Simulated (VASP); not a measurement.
The system is MgO.

```
Mg O
1.0
     0.00000    2.28201    2.28201
     2.28201    0.00000    2.28201
     2.28201    2.28201    0.00000
Mg O
1 1
Direct
  0.00000 0.00000 0.00000
  0.25000 0.25000 0.25000
```

Base run:

| Property | Result |
| --- | --- |
| Program | VASP 6.6.1 |
| Functional | PBE0 |
| Potentials or basis | VASP PAW PBE potentials, release 64 (Mg, O) |
| Cutoff | 520 eV |
| k mesh | 6 × 6 × 6 |
| Occupations | gaussian, width 0.01 eV |
| Spin | no spin polarisation |

Its results: band gap on the k mesh 5.97 eV; pressure -0.2 GPa.

**Question.** The run is repeated on the same cell with these changes: functional from PBE0 to r2SCAN. What comes out?

**Answer.** Band gap on the k mesh 4.32 eV; pressure -0.6 GPa.

Caveats: the PAW data sets were made with another functional, which shifts forces and pressure a little.

